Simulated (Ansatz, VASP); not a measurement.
One calculation of CdS5, two programs

INCAR

```
SYSTEM = CdS5
PREC = Accurate ; ENCUT = 600
EDIFF = 1E-6 ; ISMEAR = 0
SIGMA = 0.2 ; LREAL = .False.
LASPH = .True. ; NELM = 60
ALGO = Normal ; ISIF = 3
LWAVE = .False. ; LCHARG = .False.
GGA = PE ; IBRION = 2
NSW = 36 ; EDIFFG = -0.08
```

Contents of KPOINTS:

```
Automatic mesh
0
Gamma
  4 4 4
  0 0 0
```

The input POSCAR:

```
CdS5
1.0
   -3.6500000000      3.6500000000      2.5350000000
    3.6500000000     -3.6500000000      2.5350000000
    3.6500000000      3.6500000000     -2.5350000000
Cd S
1 5
Direct
    0.0000000000      0.0000000000      0.0000000000
    0.8870000000      0.3150000000      0.2020000000
    0.6850000000      0.8870000000      0.5720000000
    0.1130000000      0.6850000000      0.7980000000
    0.3150000000      0.1130000000      0.4280000000
    0.5000000000      0.5000000000      0.0000000000
```

Input for Ansatz:

```yaml
crystal:
  lattice:
    - [-3.65, 3.65, 2.535]
    - [3.65, -3.65, 2.535]
    - [3.65, 3.65, -2.535]
  atoms:
    - { symbol: Cd, position: [0.0, 0.0, 0.0] }
    - { symbol: S, position: [0.887, 0.315, 0.202] }
    - { symbol: S, position: [0.685, 0.887, 0.572] }
    - { symbol: S, position: [0.113, 0.685, 0.798] }
    - { symbol: S, position: [0.315, 0.113, 0.428] }
    - { symbol: S, position: [0.5, 0.5, 0.0] }
basis:
  ecutwfc: 420
kpoints:
  mp_grid: { grid: [4, 4, 4] }
hamiltonian:
  xc: pbe
scf:
  occupations: { method: gaussian, width: 0.2 }
  lower_state_search: "off"
output:
  forces: true
  stress: true
  eigenvalues: true
relax:
  adjacent_minimum: "off"
  f_tol: 0.08
  max_steps: 16
  cell: { stress_tol: 0.8 }
```

Alike in both runs: task relaxation of cell and atoms; functional PBE; k mesh 4 × 4 × 4; occupations gaussian, width 0.2 eV; no spin polarisation.

|  | VASP | Ansatz |
| --- | --- | --- |
| version | VASP 6.6.1 | Ansatz 0.2.0 |
| potentials or method | VASP PAW PBE potentials, release 64 (Cd, S), cutoff 600 eV | scalar-relativistic, plane waves, PAW |
| valence electrons in the cell | 42 | 50 |

Ansatz gave:

```
gap on the k mesh at the Fermi level, each at its own relaxed structure (eV) : none
relaxed volume (Å³/atom)                                                     : 23.50
relaxed cell length with the largest relative difference (Å)                 : 5.694
```

Problem. What did VASP give for the same quantities?

Solution. gap on the k mesh at the Fermi level, each at its own relaxed structure (eV): none; relaxed volume (Å³/atom): 22.96; relaxed cell length with the largest relative difference (Å): 5.645.

A gap of «none» marks a metal or a gap that the smearing closes. VASP's potentials hold 42 valence electrons a cell and Ansatz's 50, so a difference there can come from the potentials and not from the codes.

The k mesh is coarse, so the values compare programs but aren't converged.
